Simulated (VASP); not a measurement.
# CaO (Fm-3m) in VASP: further runs, part 2 of 2

VASP 6.6.1. Earlier steps stand in the parts before.

## Step 3: Single point, PBE-based global hybrid with 30 % exact exchange

Input file POSCAR:

```
CaO
1.0
    0.0000000000      2.3975501188      2.3975501188
    2.3975501188      0.0000000000      2.3975501188
    2.3975501188      2.3975501188      0.0000000000
Ca O
1 1
Direct
    0.0000000000      0.0000000000      0.0000000000
    0.5000000000      0.5000000000      0.5000000000
```

Input file INCAR.step1:

```
ALGO = Normal
EDIFF = 1E-5
ENCUT = 520
GGA = PE
GGA_COMPAT = F
ISIF = 2
ISMEAR = 0
LASPH = T
LCHARG = F
LREAL = F
LWAVE = T
NBANDS = 15
NELM = 120
PREC = Accurate
SIGMA = 0.01
```

Input file INCAR.step2:

```
AEXX = 0.3
ALGO = Normal
EDIFF = 1E-6
ENCUT = 520
GGA = PE
GGA_COMPAT = F
ISIF = 2
ISMEAR = 0
ISTART = 1
LASPH = T
LCHARG = F
LHFCALC = T
LREAL = F
LWAVE = F
NBANDS = 15
NELM = 120
PREC = Accurate
PRECFOCK = Normal
SIGMA = 0.01
```

Input file KPOINTS:

```
k-points
0
Gamma
  4 4 4
```

Potentials or basis: VASP PAW PBE potentials, release 64 (Ca_sv, O).

Run with:

```sh
$ cat potpaw_PBE.64/Ca_sv/POTCAR potpaw_PBE.64/O/POTCAR > POTCAR
$ cp INCAR.step1 INCAR
$ mpirun -np 1 vasp_std > vasp.out
$ cp INCAR.step2 INCAR
$ mpirun -np 1 vasp_std > vasp.out
```

OUTCAR:

```text
AEXX = 0.3
   EDIFF = 1E-6
   ENCUT = 520
   GGA = PE
   ISIF = 2
   ISMEAR = 0
   ISTART = 1
   LASPH = T
   LHFCALC = T
   LREAL = F
   NELM = 120
   PREC = Accurate
   PRECFOCK = Normal

 ion  position               nearest neighbor table
   1  0.000  0.000  0.000-   2 2.40   2 2.40   2 2.40   2 2.40   2 2.40   2 2.40
   2  0.500  0.500  0.500-   1 2.40   1 2.40   1 2.40   1 2.40   1 2.40   1 2.40

  LATTYP: Found a face centered cubic cell.
 ALAT       =     4.7951002376

  Lattice vectors:

 A1 = (   0.0000000000,   2.3975501188,   2.3975501188)
 A2 = (   2.3975501188,   0.0000000000,   2.3975501188)
 A3 = (   2.3975501188,   2.3975501188,   0.0000000000)

Analysis of symmetry for initial positions (statically):
=====================================================================
 Subroutine PRICEL returns:
 Original cell was already a primitive cell.

 Routine SETGRP: Setting up the symmetry group for a
 face centered cubic supercell.

 Subroutine GETGRP returns: Found 48 space group operations
 (whereof 48 operations were pure point group operations)
 out of a pool of 48 trial point group operations.

The static configuration has the point symmetry O_h .

Analysis of symmetry for dynamics (positions and initial velocities):
=====================================================================
 Subroutine PRICEL returns:
 Original cell was already a primitive cell.

 Routine SETGRP: Setting up the symmetry group for a
 face centered cubic supercell.

 Subroutine GETGRP returns: Found 48 space group operations
 (whereof 48 operations were pure point group operations)
 out of a pool of 48 trial point group operations.

The dynamic configuration has the point symmetry O_h .

 Subroutine INISYM returns: Found 48 space group operations
 (whereof 48 operations are pure point group operations),
 and found     1 'primitive' translations

----------------------------------------------------------------------------------------

                                     Primitive cell

  volume of cell :      27.5634

  direct lattice vectors                    reciprocal lattice vectors
     0.000000000  2.397550119  2.397550119    -0.208546214  0.208546214  0.208546214
     2.397550119  0.000000000  2.397550119     0.208546214 -0.208546214  0.208546214
     2.397550119  2.397550119  0.000000000     0.208546214  0.208546214 -0.208546214

  length of vectors
     3.390647894  3.390647894  3.390647894     0.361212638  0.361212638  0.361212638

  position of ions in fractional coordinates (direct lattice)
     0.000000000  0.000000000  0.000000000
     0.500000000  0.500000000  0.500000000

  ion indices of the primitive-cell ions
   primitive index   ion index
                 1           1
                 2           2

----------------------------------------------------------------------------------------

 KPOINTS: k-points

Automatic generation of k-mesh.
 Grid dimensions read from file:
 generate k-points for:    4    4    4

 Generating k-lattice:

  Cartesian coordinates                     Fractional coordinates (reciprocal lattice)
    -0.052136553  0.052136553  0.052136553     0.250000000  0.000000000  0.000000000
[... 32 lines left out ...]
 SYSTEM =  unknown system
   PREC   = accura    normal or accurate (medium, high low for compatibility)
   ISTART =      1    job   : 0-new  1-cont  2-samecut
   ICHARG =      0    charge: 1-file 2-atom 10-const
   ISPIN  =      1    spin polarized calculation?
   LNONCOLLINEAR =      F non collinear calculations
   LSORBIT =      F    spin-orbit coupling
   LASPH  =      T    aspherical Exc in radial PAW
   ENCUT  =  520.0 eV  38.22 Ry    6.18 a.u.   6.30  6.30  6.30*2*pi/ulx,y,z
   NELM   =    120;   NELMIN=  2; NELMDL=  0     # of ELM steps
   EDIFF  = 0.1E-05   stopping-criterion for ELM
   LREAL  =      F    real-space projection
   EDIFFG = 0.1E-04   stopping-criterion for IOM
   NSW    =      0    number of steps for IOM
   IBRION =     -1    ionic relax: 0-MD 1-quasi-New 2-CG
   NFREE  =      0    steps in history (QN), initial steepest desc. (CG)
   ISIF   =      2    stress and relaxation
   ISYM   =      3    0-nonsym 1-usesym 2-fastsym
   POTIM  = 0.5000    time-step for ionic-motion
   TEBEG  =    0.0;   TEEND  =   0.0 temperature during run
   PSTRESS=    0.0 pullay stress
   NELECT =      16.0000    total number of electrons
   NUPDOWN=      -1.0000    fix difference up-down
   EMIN   =  10.00;   EMAX   =-10.00  energy-range for DOS
   EFERMI =   0.00;   METHOD = LEGACY
   ISMEAR =     0;   SIGMA  =   0.01  broadening in eV -4-tet -1-fermi 0-gaus
   EFERMI_NEDOS =   21; number of points for ismear=-14 and -15
   IALGO  =     38    algorithm
   IMIX   =      1    mixing-type and parameters
     AMIX     =   0.40;   BMIX     =  1.00
     AMIX_MAG =   1.60;   BMIX_MAG =  1.00
  volume/ion in A,a.u.               =      13.78        93.00
  Fermi-wavevector in a.u.,A,eV,Ry     =   1.365643  2.580691 25.374598  1.864980
  Thomas-Fermi vector in A             =   2.491853
   LORBIT       =      0    0 simple, 1 ext, 2 COOP (PROOUT), +10 PAW based schemes
   GGA     = PE    functional components
   LHFCALC =     T    Hartree Fock is set to
   PRECFOCK=normal    Normal, Fast or Accurate (Low or Medium for compatibility)
   ENCUT4O =  -1.0   cutoff for four orbital integrals eV
   NKREDX  =     1    reduce k-point grid by
   NKREDY  =     1    reduce k-point grid by
   NKREDZ  =     1    reduce k-point grid by
   AEXX    =    0.3000 exact exchange contribution
   HFSCREEN=    0.0000 screening length (either q_TF or 0.3 A-1)
   HFSCREENC=   0.0000 screening length for correlation (either q_TF or 0.3 A-1)
   ENCUTFOCK=  -1.0 apply spherical cutoff to Coloumb kernel
   IVDW    =     0    specifies the selected vdW correction
   LEPSILON=     F    determine dielectric tensor
   LRPA    =     F    only Hartree local field effects (RPA)
 non-spin polarized calculation
 Gauss-broadening in eV      SIGMA  =   0.01
  energy-cutoff  :      520.00
  volume of cell :       27.56
 maximum number of plane-waves:       754
 NGX is ok and might be reduce to    28
  NGX = 20; NGY = 20; NGZ = 20

 number of electron      15.9999997 magnetization

 Free energy of the ion-electron system (eV)
  ---------------------------------------------------
  ext. energy  EPLUGINS =         0.00000000
  ---------------------------------------------------
  free energy    TOTEN  =       -16.03255094 eV

  energy without entropy =      -16.03255094  energy(sigma->0) =      -16.03255094

 E-fermi :   0.7372     XC(G=0):  -7.8080

 val. band max:        0.6092064725   @ k =   0.0000   0.0000   0.0000
 cond. band min:       7.1817122826   @ k =   0.5000   0.5000   0.0000
 fundamental gap:      6.5725058100
 Fermi energy:         0.7372374232

 k-point     1 :       0.0000    0.0000    0.0000
  band No.  band energies     occupation
      1     -40.0661      2.00000
      2     -19.0464      2.00000
      3     -19.0464      2.00000
      4     -19.0464      2.00000
      5     -16.7534      2.00000
      6       0.6092      2.00000
      7       0.6092      2.00000
      8       0.6092      2.00000
      9       8.1246      0.00000
     10      10.1763      0.00000
     11      10.1763      0.00000
     12      10.1763      0.00000
     13      11.8520      0.00000
     14      11.8520      0.00000
[... 113 lines left out ...]
      2     -19.5963      2.00000
      3     -19.5042      2.00000
      4     -19.5042      2.00000
      5     -15.9628      2.00000
      6      -0.8092      2.00000
      7      -0.5627      2.00000
      8      -0.5627      2.00000
      9      10.1554      0.00000
     10      10.1554      0.00000
     11      12.6416      0.00000
     12      14.0708      0.00000
     13      14.4545      0.00000
     14      17.8662      0.00000
     15      18.4453      0.00000

------------------------ aborting loop because EDIFF is reached ----------------------------------------

  FORCE on cell =-STRESS in cart. coord.  units (eV):
  Direction    XX          YY          ZZ          XY          YZ          ZX
  --------------------------------------------------------------------------------------
  -------------------------------------------------------------------------------------
  Total        0.0473247      0.0473247      0.0473247      0.0000000      0.0000000      0.0000000
  in kB        2.7508418      2.7508418      2.7508418      0.0000000      0.0000000      0.0000000
  external PRESSURE =       2.7508418 kB  Pullay stress =       0.0000000 kB

 VOLUME and BASIS-vectors are now :
 -----------------------------------------------------------------------------
  energy-cutoff  :      520.00
  volume of cell :       27.56
      direct lattice vectors                 reciprocal lattice vectors
     0.000000000  2.397550119  2.397550119    -0.208546214  0.208546214  0.208546214
     2.397550119  0.000000000  2.397550119     0.208546214 -0.208546214  0.208546214
     2.397550119  2.397550119  0.000000000     0.208546214  0.208546214 -0.208546214

 POSITION                                       TOTAL-FORCE (eV/Angst)
 -----------------------------------------------------------------------------------
      0.00000      0.00000      0.00000        -0.000000     -0.000000     -0.000000
      2.39755      2.39755      2.39755         0.000000      0.000000      0.000000
 -----------------------------------------------------------------------------------
    total drift:                               -0.000000     -0.000000     -0.000000

  FREE ENERGIE OF THE ION-ELECTRON SYSTEM (eV)
  ---------------------------------------------------
  free  energy   TOTEN  =       -16.0325509417 eV

  energy  without entropy=      -16.0325509417  energy(sigma->0) =      -16.03255094
```

It took 3.7 min on 1 thread of Intel Xeon Platinum 8259CL at 2.50GHz (Skylake/Cascade Lake), shared host; peak memory 0.17 GiB.

Results:

```yaml
Free_energy: -16.0326 eV
Pressure: 0.3 GPa
Band_gap_on_the_k_mesh: 6.57 eV (least direct gap 7.01 eV)
```

Caveat: the k points lie up to 0.57 Å⁻¹ apart; the PAW data sets were made with another functional, which shifts forces and pressure a little. A k mesh can miss the band edges.
